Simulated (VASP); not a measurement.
InH3:

```
In H
1.0
     3.51438    0.00000    0.00000
    -1.75719    3.04354    0.00000
     0.00000    0.00000    5.42965
In H
1 3
Direct
  0.00000 0.00000 0.00000
  0.50000 0.00000 0.50000
  0.00000 0.50000 0.50000
  0.50000 0.50000 0.50000
```

The cell was generated, and may not be a known phase.

| Quantity | Value |
| --- | --- |
| Program | VASP 6.6.1 |
| Task | relaxation of cell and atoms |
| Functional | PBE |
| Potentials or basis | VASP PAW PBE potentials, release 64 (In_d, H_h) |
| Cutoff | 1230 eV |
| k mesh | 6 × 6 × 4 |
| Occupations | gaussian, width 0.1 eV |
| Spin | no spin polarisation |

At the start: pressure -8.8 GPa; volume 14.52 Å³/atom.

How do energy, volume and symmetry change on relaxing?

Over 10 steps the energy falls by 228.9 meV/atom and the volume is 9.64 Å³/atom (-33.6 %); space group P6/mmm (No. 191, to 0.1 Å) before and after.

The path:
```csv
step,energy change (eV),largest force (eV/Å),pressure (GPa),volume (Å³)
1,0.0000,0.0000,-8.81,58.08
2,-0.4011,0.0000,-8.28,51.60
3,-0.8502,0.0000,6.37,34.94
4,-0.8696,0.0000,-1.93,39.88
5,-0.8906,0.0000,-0.39,38.27
6,-0.8950,0.0000,1.29,37.12
7,-0.8952,0.0000,0.67,37.48
8,-0.9093,0.0000,1.01,37.67
9,-0.9119,0.0000,1.33,37.78
10,-0.9157,0.0000,0.27,38.55
```

Final structure:
```
In H
1.0
     2.91125    0.00000    0.00000
    -1.45563    2.52122    0.00000
     0.00000    0.00000    5.25268
In H
1 3
Direct
  0.00000 0.00000 0.00000
  0.50000 0.00000 0.50000
  0.00000 0.50000 0.50000
  0.50000 0.50000 0.50000
```

Caveat: the volume moved by over 15 % at a fixed basis, so the end points are rough.
